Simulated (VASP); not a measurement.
Wanted: the native input for a VASP 6.6.1 run.

```yaml
Task: single point
Functional: PBE
Potentials_or_basis: VASP PAW PBE potentials, release 64 (Co)
Cutoff: 520 eV
k_mesh: 20 × 20 × 11
Occupations: fermi-dirac, width 0.1 eV
Spin: collinear spin, ferromagnetic start
Starting_moments: "[1.7, 1.7] μB"
Dipole_correction: no
Further_INCAR_settings: ALGO = Normal; EDIFF = 1e-07; NBANDS = 20
```

The structure of Co lies in POSCAR:

```
Co
1.0
    2.4930397963      0.0000000000      0.0000000000
   -1.2465198982      2.1590357963      0.0000000000
    0.0000000000      0.0000000000      4.0369295231
Co
2
Direct
    0.3333333333      0.6666666667      0.2500000000
    0.6666666667      0.3333333333      0.7500000000
```

These files were run (other wordings do the same):

INCAR

```
ALGO = Normal ; EDIFF = 1E-7
ENCUT = 520 ; GGA = PE
ISIF = 2 ; ISMEAR = -1
ISPIN = 2 ; LASPH = T
LCHARG = F ; LMAXMIX = 4
LORBIT = 11 ; LREAL = F
LWAVE = F ; MAGMOM = 1.7 1.7
NBANDS = 20 ; NELM = 150
PREC = Accurate ; SIGMA = 0.1
```

KPOINTS

```
k-points
0
Gamma
  20 20 11
```

Potentials or basis: VASP PAW PBE potentials, release 64 (Co).

Command:

```console
$ cat potpaw_PBE.64/Co/POTCAR > POTCAR
$ mpirun -np 1 vasp_std > vasp.out
```

It gave:

| Item | Value |
| --- | --- |
| Pressure | -0.7 GPa |
| Net moment | 3.20 μB per cell |
| Site moments | Co +1.62 μB |
| Valence electrons inside the program's atomic spheres | Co 8.27 |

Run time: 86 s on 1 thread of Intel(R) Xeon(R) 6975P-C (Granite Rapids) (shared host), peak memory 0.26 GiB.
